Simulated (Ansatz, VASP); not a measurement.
## One calculation of Cu, two programs

```
CELL_PARAMETERS angstrom
0.00000 1.80750 1.80750
1.80750 0.00000 1.80750
1.80750 1.80750 0.00000
ATOMIC_POSITIONS crystal
Cu 0.00000 0.00000 0.00000
```

Alike in both runs: task single point; functional r2SCAN; k mesh 8 × 8 × 8; no spin polarisation.

```csv
,VASP,Ansatz
version,VASP 6.6.1,Ansatz 0.2.0
potentials or method,"VASP PAW PBE potentials, release 64 (Cu)","plane waves, PAW"
plane-wave cutoff (eV),520,500
occupations,"methfessel-paxton of order 1, width 0.1 eV","cold, width 0.1 eV"
valence electrons in the cell,11,19
```

Ansatz gave:

* pressure (GPa): -3.9

Problem. What did VASP give for the same quantities?

Solution. Pressure (GPa): -3.3.

VASP's potentials were made for PBE, not for r2SCAN. VASP's potentials hold 11 valence electrons a cell and Ansatz's 19, so a difference there can come from the potentials and not from the codes.

The k mesh is coarse, so the values compare programs but aren't converged.
